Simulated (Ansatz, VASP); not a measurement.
## One calculation of C, two programs

INCAR

```
PREC = Accurate ; ENCUT = 520
EDIFF = 1E-6 ; ISMEAR = 0
SIGMA = 0.03 ; LREAL = False
LASPH = True ; NELM = 100
ALGO = Normal ; ISIF = 2
LWAVE = False ; LCHARG = True
GGA = PE ; IVDW = 12
LELF = True ; LVHAR = True
NBANDS = 11
```

The input KPOINTS:

```
Automatic mesh
0
Gamma
  16 16 16
```

The input POSCAR:

```
C
1.0
    0.0000000000      2.0755805716      3.3047059672
    1.1989765253      0.0000000000      3.3047059672
    1.1989765253      2.0755805716      0.0000000000
C
2
Direct
    0.1754825005      0.8245174995      0.1754825005
    0.8245174995      0.1754825005      0.8245174995
```

Input for Ansatz:

```yaml
crystal:
  lattice:
    - [0.0, 2.0755805716, 3.3047059672]
    - [1.1989765253, 0.0, 3.3047059672]
    - [1.1989765253, 2.0755805716, 0.0]
  atoms:
    - { symbol: C, position: [0.1754825005, 0.8245174995, 0.1754825005] }
    - { symbol: C, position: [0.8245174995, 0.1754825005, 0.8245174995] }
basis:
  ecutwfc: 520.0
kpoints:
  mp_grid: { grid: [16, 16, 16] }
hamiltonian:
  xc: pbe
  pseudopotentials: { kind: paw, azcp: { folder: soft_1 } }
  dispersion: d3bj
scf:
  occupations: { method: gaussian, width: 0.03 }
output:
  forces: true
  stress: true
  eigenvalues: true
```

Alike in both runs: task single point; functional PBE; dispersion D3(BJ); k mesh 16 × 16 × 16; occupations gaussian, width 0.03 eV; no spin polarisation.

|  | VASP | Ansatz |
| --- | --- | --- |
| version | VASP 6.6.1 | Ansatz 0.2.0 |
| potentials or method | VASP PAW PBE potentials, release 64 (C), cutoff 520 eV | scalar-relativistic, plane waves, PAW |
| valence electrons in the cell | 8 | 8 |

VASP gave:

* gap on the k mesh at the Fermi level (eV): 0.02
* least direct gap on the mesh (eV): 0.02
* rms of the force components (eV/Å): 2.508

**Question.** Which values does Ansatz return?

**Answer.** gap on the k mesh at the Fermi level (eV): 0.02; least direct gap on the mesh (eV): 0.02; rms of the force components (eV/Å): 2.512.

Atom by atom the forces differ by 0.003 eV/Å (rms over components).
